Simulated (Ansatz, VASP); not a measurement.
# PbI2: VASP beside Ansatz

File INCAR:

```
SYSTEM = PbI2
  PREC = Accurate
  ENCUT = 500
  EDIFF = 1E-6
  ISMEAR = 0
  SIGMA = 0.01
  LREAL = .False.
  LASPH = .True.
  NELM = 120
  ALGO = Normal
  ISIF = 2
  LWAVE = .False.
  LCHARG = .True.
  GGA = PE
  LELF = .True.
  LVHAR = .True.
  NBANDS = 21
  GGA_COMPAT = .False.
```

Contents of KPOINTS:

```
Automatic mesh
0
Gamma
  6 6 4
  0 0 0
```

File POSCAR:

```
PbI2
1.0
    4.5550000000      0.0000000000      0.0000000000
   -2.2775000000      3.9447460000      0.0000000000
    0.0000000000      0.0000000000      6.9770000000
Pb I
1 2
Direct
    0.0000000000      0.0000000000      0.0000000000
    0.3333330000      0.6666670000      0.2650000000
    0.6666670000      0.3333330000      0.7350000000
```

Input for Ansatz:

```yaml
crystal:
  lattice:
    - [4.555, 0.0, 0.0]
    - [-2.2775, 3.944746, 0.0]
    - [0.0, 0.0, 6.977]
  atoms:
    - { symbol: Pb, position: [0.0, 0.0, 0.0] }
    - { symbol: I, position: [0.333333, 0.666667, 0.265] }
    - { symbol: I, position: [0.666667, 0.333333, 0.735] }
kpoints:
  mp_grid: { grid: [6, 6, 4] }
hamiltonian:
  xc: pbe
scf:
  occupations: { method: fixed }
basis:
  ecutwfc: 470
output:
  stress: true
  eigenvalues: true
```

Alike in both runs: task single point; functional PBE; k mesh 6 × 6 × 4; no spin polarisation.

|  | VASP | Ansatz |
| --- | --- | --- |
| version | VASP 6.6.1 | Ansatz 0.2.0 |
| potentials or method | VASP PAW PBE potentials, release 64 (Pb_d, I), cutoff 500 eV | plane waves, PAW |
| occupations | gaussian, width 0.01 eV | fixed |
| valence electrons in the cell | 28 | 48 |

|  | VASP | Ansatz | Ansatz less VASP |
| --- | --- | --- | --- |
| gap on the k mesh at the Fermi level (eV) | 2.22 | 2.22 | 0.000 |
| pressure (GPa) | 1.8 | 1.8 | +0.02 |

VASP's potentials hold 28 valence electrons a cell and Ansatz's 48, so a difference there can come from the potentials and not from the codes. Ansatz's warnings: structure snapped to symmetry.

Neither program's run includes spin-orbit coupling.
